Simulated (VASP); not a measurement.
# Hf2H (F-43m) in VASP: further runs, part 2 of 2

VASP 6.6.1. Earlier steps stand in the parts before.

## 3. Single point, PBE

This run uses another cell than the first one, of 22.37 Å³/atom, 1.279 times its volume.

INCAR

```
SYSTEM = Hf2H
ALGO = Normal
EDIFF = 1E-6
ENCUT = 520
GGA = PE
ISIF = 2
ISMEAR = 0
LASPH = .TRUE.
LCHARG = .FALSE.
LREAL = .FALSE.
LWAVE = .FALSE.
NBANDS = 18
NELM = 60
PREC = Accurate
SIGMA = 0.1
```

KPOINTS

```
k-points
0
G
  6 6 6
  0 0 0
```

POSCAR

```
Hf2H
1.0
    0.0000000000      3.2253812263      3.2253812263
    3.2253812263      0.0000000000      3.2253812263
    3.2253812263      3.2253812263      0.0000000000
Hf H
2 1
Direct
    0.0000000000      0.0000000000      0.0000000000
    0.2500000000      0.2500000000      0.2500000000
    0.5000000000      0.5000000000      0.5000000000
```

Potentials or basis: VASP PAW PBE potentials, release 64 (Hf_pv, H).

Run with:

```sh
> cat potpaw_PBE.64/Hf_pv/POTCAR potpaw_PBE.64/H/POTCAR > POTCAR
> mpirun -np 1 vasp_std > vasp.out
```

Wall time 16 s (1 thread of Intel Xeon Platinum 8488C (Sapphire Rapids), shared host); peak memory 0.2 GiB.

The run converged. Its results:

| Quantity | Value |
| --- | --- |
| Free energy | -17.5647 eV |
| Pressure | -0.2 GPa |

Levels at points of the mesh, in eV from the Fermi level:
```tsv
k point	band 7	band 8	band 9	band 10	band 11	band 12	band 13	band 14
(0.00, 0.00, 0.00)	-6.30	-0.48	-0.48	0.01	0.01	0.01	1.13	1.90
(0.50, 0.00, 0.00)	-4.13	-2.70	-0.54	-0.54	-0.12	0.10	0.10	2.75
(0.50, 0.50, 0.00)	-3.91	-1.55	-1.33	-1.26	0.23	0.23	2.01	2.09
```

Caveat: spin-orbit coupling is left out, which moves the levels of the heavy elements.

## 4. Relaxation of cell and atoms, PBE

INCAR

```
ALGO     = Normal         # electronic algorithm
EDIFF    = 1E-7           # SCF threshold, eV
EDIFFG   = -0.04          # ionic threshold
ENCUT    = 600            # plane-wave cutoff, eV
GGA      = PE             # functional
IBRION   = 2              # ionic algorithm
ISIF     = 3              # what is computed and relaxed
ISMEAR   = 0              # smearing method
LASPH    = T              # aspherical terms in the spheres
LCHARG   = F              # write CHGCAR
LREAL    = F              # projectors in reciprocal space
LWAVE    = F              # write WAVECAR
NELM     = 80             # most SCF steps
NSW      = 90             # ionic steps
PREC     = Accurate       # precision mode
SIGMA    = 0.1            # smearing width, eV
```

KPOINTS

```
k-points
0
Gamma
  6 6 6
```

POSCAR

```
Hf2H
1.0
    0.0000000000      2.9715292600      2.9715292600
    2.9715292600      0.0000000000      2.9715292600
    2.9715292600      2.9715292600      0.0000000000
Hf H
2 1
Direct
    0.0000000000      0.0000000000      0.0000000000
    0.2500000000      0.2500000000      0.2500000000
    0.5000000000      0.5000000000      0.5000000000
```

Potentials or basis: VASP PAW PBE potentials, release 64 (Hf_pv, H).

Run with:

```sh
> cat potpaw_PBE.64/Hf_pv/POTCAR potpaw_PBE.64/H/POTCAR > POTCAR
> mpirun -np 1 vasp_std > vasp.out
```

OUTCAR:

```text
EDIFF = 1E-7
   EDIFFG = -0.04
   ENCUT = 600
   GGA = PE
   IBRION = 2
   ISIF = 3
   ISMEAR = 0
   LASPH = T
   LREAL = F
   NELM = 80
   NSW = 90
   PREC = Accurate

 ion  position               nearest neighbor table
   1  0.000  0.000  0.000-   2 2.57   2 2.57   2 2.57   2 2.57
   2  0.250  0.250  0.250-   1 2.57   1 2.57   1 2.57   1 2.57
   3  0.500  0.500  0.500-

  LATTYP: Found a face centered cubic cell.
 ALAT       =     5.9430585200

  Lattice vectors:

 A1 = (   0.0000000000,   2.9715292600,   2.9715292600)
 A2 = (   2.9715292600,   0.0000000000,   2.9715292600)
 A3 = (   2.9715292600,   2.9715292600,   0.0000000000)

Analysis of symmetry for initial positions (statically):
=====================================================================
 Subroutine PRICEL returns:
 Original cell was already a primitive cell.

 Routine SETGRP: Setting up the symmetry group for a
 face centered cubic supercell.

 Subroutine GETGRP returns: Found 24 space group operations
[... 184 lines left out ...]
     14       5.9539      0.00000
[... 326 lines left out ...]
--------------------------------------- Ionic step        3  -------------------------------------------

 number of electron      20.9999999 magnetization

 Free energy of the ion-electron system (eV)
  ---------------------------------------------------
  ext. energy  EPLUGINS =         0.00000000
  ---------------------------------------------------
  free energy    TOTEN  =       -17.56229936 eV

  energy without entropy =      -17.53186733  energy(sigma->0) =      -17.54708334

 E-fermi :   2.1410     XC(G=0):  -9.5721

 val. band max:        2.1205288642   @ k =   0.5000   0.3333   0.1667
 cond. band min:       2.1471670470   @ k =   0.0000   0.0000   0.0000
 fundamental gap:      0.0266381828
 Fermi energy:         2.1410290370

 k-point     1 :       0.0000    0.0000    0.0000
  band No.  band energies     occupation
      1     -28.9245      2.00000
      2     -28.9245      2.00000
      3     -28.9245      2.00000
      4     -28.2651      2.00000
      5     -28.2651      2.00000
      6     -28.2651      2.00000
      7      -4.1622      2.00000
      8       1.6559      2.00000
      9       1.6559      2.00000
     10       2.1472      0.93083
     11       2.1472      0.93083
     12       2.1472      0.93083
     13       3.2739      0.00000
     14       4.0394      0.00000
[... 283 lines left out ...]
  FREE ENERGIE OF THE ION-ELECTRON SYSTEM (eV)
  ---------------------------------------------------
  free  energy   TOTEN  =       -17.5622993559 eV

  energy  without entropy=      -17.5318673296  energy(sigma->0) =      -17.54708334

 reached required accuracy - stopping structural energy minimisation
```

CONTCAR:

```text
Hf2H
   1.00000000000000
     0.0000000000000000    3.2249557941048184    3.2249557941048184
     3.2249557941048184    0.0000000000000000    3.2249557941048184
     3.2249557941048184    3.2249557941048184    0.0000000000000000
  Hf              H
     2     1
Direct
     0.0000000000000000    0.0000000000000000    0.0000000000000000
     0.2500000000000000    0.2500000000000000    0.2500000000000000
     0.5000000000000000    0.5000000000000000    0.5000000000000000

  0.00000000E+00  0.00000000E+00  0.00000000E+00
  0.00000000E+00  0.00000000E+00  0.00000000E+00
  0.00000000E+00  0.00000000E+00  0.00000000E+00
```

Wall time 44 s (1 thread of Intel Xeon Platinum 8488C (Sapphire Rapids), shared host); peak memory 0.21 GiB.

What came out:

```yaml
Free_energy: -17.5623 eV
Relaxed_volume: 22.36 Å³/atom
Relaxed_cell: a = 4.561 Å, b = 4.561 Å, c = 4.561 Å, α = 60.00°, β = 60.00°, γ = 60.00°
Space_group_after_relaxing_to_0.05_Å: F-43m (No. 216)
Energy_gained_by_relaxing: 191.0 meV/atom
Ionic_steps: 3
Pressure_after_relaxing: -0.1 GPa
```

The path:
| step | energy change (eV) | largest force (eV/Å) | pressure (GPa) | volume (Å³) |
| --- | --- | --- | --- | --- |
| 1 | 0.0000 | 0.0000 | 15.24 | 52.48 |
| 2 | -0.5718 | 0.0000 | 0.50 | 66.16 |
| 3 | -0.5729 | 0.0000 | -0.11 | 67.08 |

Final structure:
```cif
data_structure
_symmetry_space_group_name_H-M 'P 1'
_symmetry_Int_Tables_number 1
_cell_length_a 4.5608
_cell_length_b 4.5608
_cell_length_c 4.5608
_cell_angle_alpha 60.000
_cell_angle_beta 60.000
_cell_angle_gamma 60.000
_cell_volume 67.08
loop_
_atom_site_label
_atom_site_type_symbol
_atom_site_fract_x
_atom_site_fract_y
_atom_site_fract_z
_atom_site_occupancy
Hf1 Hf 0.00000 0.00000 0.00000 1
Hf2 Hf 0.25000 0.25000 0.25000 1
H1 H 0.50000 0.50000 0.50000 1
```

Caveat: the volume moved by over 15 % at a fixed basis, so the end points are rough; spin-orbit coupling is left out, which moves the levels of the heavy elements.

## 5. Single point, PBE

This run uses another cell than the first one, of 22.45 Å³/atom, 1.283 times its volume.

INCAR

```
ALGO = Normal ; EDIFF = 1E-6
ENCUT = 520 ; GGA = PE
ISIF = 2 ; ISMEAR = 0
LASPH = True ; LCHARG = True
LELF = True ; LREAL = False
LVHAR = True ; LWAVE = False
NBANDS = 18 ; NELM = 80
PREC = Accurate ; SIGMA = 0.1
```

KPOINTS

```
k-points
0
Gamma
  12 12 12
```

POSCAR

```
Hf2H
1.0
    0.0000000000      3.2293249964      3.2293249964
    3.2293249964      0.0000000000      3.2293249964
    3.2293249964      3.2293249964      0.0000000000
Hf H
2 1
Direct
    0.0000000000      0.0000000000      0.0000000000
    0.7500000000      0.7500000000      0.7500000000
    0.5000000000      0.5000000000      0.5000000000
```

Run with:

```sh
> cat potpaw_PBE.64/Hf_pv/POTCAR potpaw_PBE.64/H/POTCAR > POTCAR
> mpirun -np 1 vasp_std > vasp.out
```

It took 63 s on 1 thread of Intel Xeon Platinum 8488C (Sapphire Rapids), shared host; peak memory 0.24 GiB.

Results (log left out):

```
Free energy : -17.5849 eV
Pressure    : -0.3 GPa
```

Levels at points of the mesh, in eV from the Fermi level:
| k point | band 6 | band 7 | band 8 | band 9 | band 10 | band 11 | band 12 | band 13 | band 14 | band 15 |
| --- | --- | --- | --- | --- | --- | --- | --- | --- | --- | --- |
| (0.00, 0.00, 0.00) | -30.42 | -6.30 | -0.48 | -0.48 | 0.00 | 0.00 | 0.00 | 1.11 | 1.89 | 1.89 |
| (0.50, 0.00, 0.00) | -30.35 | -4.13 | -2.70 | -0.54 | -0.54 | -0.13 | 0.09 | 0.09 | 2.74 | 3.02 |
| (0.50, 0.50, 0.00) | -30.28 | -3.91 | -1.55 | -1.34 | -1.27 | 0.22 | 0.22 | 2.00 | 2.08 | 2.77 |

Caveat: spin-orbit coupling is left out, which moves the levels of the heavy elements.

## 6. Relaxation of cell and atoms, PBE

This run uses another cell than the first one, of 22.37 Å³/atom, 1.279 times its volume.

INCAR

```
PREC = Accurate ; ENCUT = 600
EDIFF = 1E-6 ; ISMEAR = 0
SIGMA = 0.1 ; LREAL = False
LASPH = True ; NELM = 60
ALGO = Normal ; ISIF = 3
LWAVE = False ; LCHARG = False
GGA = PE ; IBRION = 2
NSW = 100 ; EDIFFG = -0.01
```

KPOINTS

```
Automatic mesh
0
Gamma
  12 12 12
```

POSCAR

```
Hf2H
1.0
    0.0000000000      3.2253812263      3.2253812263
    3.2253812263      0.0000000000      3.2253812263
    3.2253812263      3.2253812263      0.0000000000
Hf H
2 1
Direct
    0.0000000000      0.0000000000      0.0000000000
    0.7500000000      0.7500000000      0.7500000000
    0.5000000000      0.5000000000      0.5000000000
```

Potentials or basis: VASP PAW PBE potentials, release 64 (Hf_pv, H).

Run with:

```sh
> cat potpaw_PBE.64/Hf_pv/POTCAR potpaw_PBE.64/H/POTCAR > POTCAR
> mpirun -np 1 vasp_std > vasp.out
```

It took 4.9 min on 1 thread of AMD EPYC 7R13, shared host; peak memory 0.23 GiB.

The run converged. Its results:

- Free energy: -17.5854 eV
- Relaxed volume: 22.31 Å³/atom
- Relaxed cell: a = 4.558 Å, b = 4.558 Å, c = 4.558 Å, α = 60.00°, β = 60.00°, γ = 60.00°
- Space group after relaxing (to 0.05 Å): F-43m (No. 216)
- Energy gained by relaxing: 0.0 meV/atom
- Ionic steps: 2
- Pressure after relaxing: 0.0 GPa

Final structure:
```
Hf H
1.0
     0.00000    3.22277    3.22277
     3.22277    0.00000    3.22277
     3.22277    3.22277    0.00000
Hf H
2 1
Cartesian
  6.4455 6.4455 6.4455
  4.8342 4.8342 4.8342
  3.2228 3.2228 3.2228
```

Levels at points of the mesh, in eV from the Fermi level:
| k point | band 7 | band 8 | band 9 | band 10 | band 11 | band 12 | band 13 | band 14 |
| --- | --- | --- | --- | --- | --- | --- | --- | --- |
| (0.00, 0.00, 0.00) | -6.32 | -0.49 | -0.49 | 0.00 | 0.00 | 0.00 | 1.13 | 1.90 |
| (0.50, 0.00, 0.00) | -4.14 | -2.71 | -0.55 | -0.55 | -0.12 | 0.09 | 0.09 | 2.75 |
| (0.50, 0.50, 0.00) | -3.93 | -1.56 | -1.33 | -1.26 | 0.22 | 0.22 | 2.01 | 2.08 |

Caveat: spin-orbit coupling is left out, which moves the levels of the heavy elements.

## 7. Overview

```tsv
task	cell	k mesh	cutoff (eV)	gap on the mesh (eV)	pressure (GPa)	relaxed volume (Å³/atom)
single point	a = 4.202 Å, angles 60.0°, 3 atoms	6 × 6 × 6	520	none	15.2	-
single point	a = 4.561 Å, angles 60.0°, 3 atoms	6 × 6 × 6	520	none	-0.2	-
relaxation of cell and atoms	relaxed from a = 4.202 Å, angles 60.0°, 3 atoms	6 × 6 × 6	600	none	-0.1	22.36
single point	a = 4.567 Å, angles 60.0°, 3 atoms	12 × 12 × 12	520	none	-0.3	-
relaxation of cell and atoms	relaxed from a = 4.561 Å, angles 60.0°, 3 atoms	12 × 12 × 12	600	none	0.0	22.31
```

Alike in all rows: level PBE; potentials or basis VASP PAW PBE potentials, release 64 (Hf_pv, H); no spin polarisation; smearing gaussian 0.1 eV.

Caveats: spin-orbit coupling is left out, which moves the levels of the heavy elements; the volume moved by over 15 % at a fixed basis, so the end points are rough (some runs).

Absolute energies hang on the potentials; compare differences alone.
